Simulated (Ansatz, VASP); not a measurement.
## Os: VASP beside Ansatz

```
Os
1.0
     2.71752    0.00000    0.00000
    -1.35876    2.35345    0.00000
     0.00000    0.00000    4.28446
Os
2
Direct
  0.33333 0.66667 0.25000
  0.66667 0.33333 0.75000
```

Alike in both runs: task single point; functional LDA; k mesh 13 × 13 × 8; occupations methfessel-paxton of order 1, width 0.01 eV; no spin polarisation.

```csv
,VASP,Ansatz
version,VASP 6.6.1,Ansatz 0.2.0
potentials or method,"VASP PAW LDA potentials, release 64 (Os), cutoff 520 eV","plane waves (420 eV) with PAW, scalar-relativistic"
valence electrons in the cell,16,32
```

Ansatz gave:

```
pressure (GPa)                                                : -0.1
traceless stress, the component that is largest in VASP (GPa) : -0.78
```

Q: Estimate VASP's values.

A: Pressure (GPa): 0.9; traceless stress, the component that is largest in VASP (GPa): -0.89.

Ansatz warns that its potentials were made for another functional, while VASP's fit it. LDA's correlation is that of Perdew and Zunger in VASP and of Perdew and Wang (1992) in Ansatz. VASP's potentials hold 16 valence electrons a cell and Ansatz's 32, so a difference there can come from the potentials and not from the codes.

Spin-orbit coupling is off throughout.
